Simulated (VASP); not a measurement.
# Ru (Fd-3m) in VASP: further runs, part 3 of 3

VASP 6.6.1.

## Step 5: Single point, r2SCAN, collinear spin, ferromagnetic start (20.62 Å³/atom)

This run uses another cell than the first one, of 20.62 Å³/atom.

POSCAR reads:

```
Ru
1.0
    0.0000000000      2.7421839631      2.7421839631
    2.7421839631      0.0000000000      2.7421839631
    2.7421839631      2.7421839631      0.0000000000
Ru
2
Direct
    0.1250000000      0.1250000000      0.1250000000
    0.8750000000      0.8750000000      0.8750000000
```

INCAR.step1 reads:

```
PREC     = Accurate       # precision mode
ENCUT    = 520            # plane-wave cutoff, eV
ISMEAR   = -1             # smearing method
SIGMA    = 0.05           # smearing width, eV
LREAL    = F              # projectors in reciprocal space
LASPH    = T              # aspherical terms in the spheres
NELM     = 150            # most SCF steps
ISPIN    = 2              # spin polarisation
MAGMOM   = 1 1            # initial moments
LMAXMIX  = 4              # l up to which the mixer works
NBANDS   = 25             # bands
GGA      = PE             # functional
ALGO     = Normal         # electronic algorithm
EDIFF    = 1E-4           # SCF threshold, eV
LWAVE    = T              # write WAVECAR
LCHARG   = F              # write CHGCAR
```

INCAR.step2 reads:

```
PREC     = Accurate       # precision mode
ENCUT    = 520            # plane-wave cutoff, eV
EDIFF    = 1E-6           # SCF threshold, eV
ISMEAR   = -1             # smearing method
SIGMA    = 0.05           # smearing width, eV
LREAL    = F              # projectors in reciprocal space
LASPH    = T              # aspherical terms in the spheres
NELM     = 150            # most SCF steps
ALGO     = Normal         # electronic algorithm
ISIF     = 2              # what is computed and relaxed
LWAVE    = F              # write WAVECAR
LCHARG   = T              # write CHGCAR
ISPIN    = 2              # spin polarisation
MAGMOM   = 1 1            # initial moments
LORBIT   = 11             # projections on sites
LMAXMIX  = 4              # l up to which the mixer works
METAGGA  = R2SCAN         # meta-GGA
LMIXTAU  = T            
LELF     = T              # ELF
LVHAR    = T            
NBANDS   = 25             # bands
ISTART   = 1
```

KPOINTS reads:

```
regular mesh
0
Gamma
  11 11 11
```

Command:

```console
$ cat potpaw_PBE.64/Ru_pv/POTCAR > POTCAR
$ cp INCAR.step1 INCAR
$ mpirun -np 1 vasp_std > vasp.out
$ cp INCAR.step2 INCAR
$ mpirun -np 1 vasp_std > vasp.out
```

Wall time 2.8 min (1 thread of Intel Xeon 6975P-C (Granite Rapids), shared host); peak memory 0.25 GiB.

Results (log left out):

```yaml
Free_energy: -48.5211 eV
Pressure: -5.7 GPa
Band_gap_on_the_k_mesh: zero (filled and empty bands overlap)
Net_moment: 0.00 μB per cell
Valence_electrons_inside_the_program's_atomic_spheres: Ru 12.73
```

Levels at points of the mesh, in eV from the Fermi level:
Spin up:
| k point | band 10 | band 11 | band 12 | band 13 | band 14 | band 15 | band 16 | band 17 | band 18 | band 19 |
| --- | --- | --- | --- | --- | --- | --- | --- | --- | --- | --- |
| (0.00, 0.00, 0.00) | -3.33 | -3.33 | -3.33 | -0.44 | -0.44 | -0.44 | 1.84 | 1.84 | 9.00 | 9.00 |
Spin down:
| k point | band 11 | band 12 | band 13 | band 14 | band 15 | band 16 | band 17 | band 18 |
| --- | --- | --- | --- | --- | --- | --- | --- | --- |
| (0.00, 0.00, 0.00) | -3.33 | -3.33 | -0.44 | -0.44 | -0.44 | 1.84 | 1.84 | 9.00 |

Caveat: the cell stands under tension; an empty level that is flat over the whole mesh can mark a ghost state of the potentials, or a narrow d or f band; the PAW data sets were made with another functional, which shifts forces and pressure a little.

## Step 6: Overview

| spin | cell | k mesh | cutoff (eV) | smearing | gap on the mesh (eV) | pressure (GPa) | moment (μB) |
| --- | --- | --- | --- | --- | --- | --- | --- |
| off | a = 3.828 Å, angles 60.0°, 2 atoms | 5 × 5 × 5 | 550 | fermi-dirac 0.1 eV | none | 1.2 | - |
| collinear, ferromagnetic start | a = 3.668 Å, angles 60.0°, 2 atoms | 16 × 16 × 16 | 520 | fermi-dirac 0.05 eV | none | 32.4 | 0.00 |
| collinear, ferromagnetic start | a = 3.828 Å, angles 60.0°, 2 atoms | 11 × 11 × 11 | 520 | fermi-dirac 0.05 eV | none | 0.9 | 0.00 |
| collinear, ferromagnetic start | a = 3.878 Å, angles 60.0°, 2 atoms | 11 × 11 × 11 | 520 | fermi-dirac 0.05 eV | none | -5.7 | 0.00 |

Alike in all rows: task single point; level r2SCAN; potentials or basis VASP PAW PBE potentials, release 64 (Ru_pv).

Caveats: some runs use coarse meshes; the PAW data sets were made with another functional, which shifts forces and pressure a little; an empty level that is flat over the whole mesh can mark a ghost state of the potentials, or a narrow d or f band (at least some runs); the cell stands under pressure (at least some runs); the cell stands under tension (at least some runs).

Absolute energies hang on the potentials; compare differences alone.
